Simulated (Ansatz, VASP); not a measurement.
**Two plane-wave programs on ZnW2Br4**

```
Zn W Br
1.0
     3.22026    0.00000    0.00000
    -1.61013    2.78883    0.00000
     0.00000    0.00000   16.53109
Zn W Br
1 2 4
Direct
  0.00000 0.00000 0.50000
  0.00000 0.00000 0.79075
  0.00000 0.00000 0.20925
  0.33333 0.66667 0.67872
  0.66667 0.33333 0.90332
  0.33333 0.66667 0.09668
  0.66667 0.33333 0.32128
```

Alike in both runs: functional PBE; dispersion D3(BJ); k mesh 6 × 6 × 2; occupations gaussian, width 0.1 eV; no spin polarisation.

Ansatz relaxed the structure, and its values are those at the end. VASP's run is a single point on that final structure, the one shown.

```csv
,VASP,Ansatz
version,VASP 6.6.1,Ansatz 0.2.0
potentials or method,"VASP PAW PBE potentials, release 64 (Zn, W_sv, Br), cutoff 520 eV","scalar-relativistic, plane waves, PAW"
valence electrons in the cell,68,68
```

|  | VASP | Ansatz | Ansatz less VASP |
| --- | --- | --- | --- |
| gap on the k mesh at the Fermi level (eV) | none | none | - |
| pressure (GPa) | 0.1 | -0.1 | -0.16 |
| rms of the force components (eV/Å) | 0.008 | 0.005 | -0.0030 |

A gap of «none» marks a metal or a gap that the smearing closes. Ansatz's warnings: relaxed geometry near dispersion switch.

The k mesh is coarse, so the values compare programs but aren't converged. Neither program's run includes spin-orbit coupling.
